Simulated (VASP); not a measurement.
Wanted: the native input for a VASP 6.6.1 run.

* Task: single point
* Functional: PBE
* Potentials or basis: VASP PAW PBE potentials, release 64 (Be)
* Cutoff: 600 eV
* k mesh: 22 × 22 × 22
* Occupations: gaussian, width 0.05 eV
* Spin: no spin polarisation
* Dipole correction: no
* Further INCAR settings: ALGO = Normal; EDIFF = 1e-06; NBANDS = 7

The structure of Be lies in POSCAR:

```
Be
1.0
   -1.2531209500      1.2531209500      1.2531209500
    1.2531209500     -1.2531209500      1.2531209500
    1.2531209500      1.2531209500     -1.2531209500
Be
1
Direct
    0.0000000000      0.0000000000      0.0000000000
```

One way to write it, as run:

INCAR

```
SYSTEM = Be
PREC = Accurate ; ENCUT = 600
EDIFF = 1E-6 ; ISMEAR = 0
SIGMA = 0.05 ; LREAL = .FALSE.
LASPH = .TRUE. ; NELM = 120
ALGO = Normal ; ISIF = 2
LWAVE = .FALSE. ; LCHARG = .FALSE.
GGA = PE ; NBANDS = 7
GGA_COMPAT = .FALSE.
```

KPOINTS

```
regular mesh
0
G
  22 22 22
  0 0 0
```

Potentials or basis: VASP PAW PBE potentials, release 64 (Be).

Run with:

```bash
$ cat potpaw_PBE.64/Be/POTCAR > POTCAR
$ mpirun -np 1 vasp_std > vasp.out
```

Results of the run:

- Pressure: -0.7 GPa
- Band gap on the k mesh: zero (band 1 reaches 11.89 eV, above the bottom of band 2 at 6.64 eV)

Run time: 10 s on 1 thread of Intel(R) Xeon(R) Platinum 8488C (Sapphire Rapids) (shared host), peak memory 0.12 GiB.
